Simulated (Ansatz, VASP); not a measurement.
## Two plane-wave programs on Re

```xyz
1
Lattice="14.0000 0.0000 0.0000 0.0000 14.4000 0.0000 0.0000 0.0000 14.8000" Properties=species:S:1:pos:R:3 pbc="T T T"
Re    7.0000    7.2000    7.4000
```

Alike in both runs: task single point; functional HSE06; k mesh 1 × 1 × 1; occupations fermi-dirac, width 0.01 eV; collinear spin.

```csv
,VASP,Ansatz
version,VASP 6.6.1,Ansatz 0.2.0
potentials or method,"VASP PAW PBE potentials, release 64 (Re), cutoff 520 eV","plane waves (420 eV) with PAW, scalar-relativistic"
valence electrons in the cell,7,15
```

|  | VASP | Ansatz | Ansatz less VASP |
| --- | --- | --- | --- |
| gap on the k mesh at the Fermi level (eV) | 2.71 | 2.77 | +0.064 |
| net moment per atom (μB) | 5.00 | 5.00 | 0.000 |
| size of the moment on the site where the two differ most (μB) | 4.72 | 5.00 | +0.279 |

Site moments also hang on the region over which each program counts them. VASP's potentials hold 7 valence electrons a cell and Ansatz's 15, so a difference there can come from the potentials and not from the codes. Ansatz's warnings: stability check not made.

Spin-orbit coupling is off throughout.
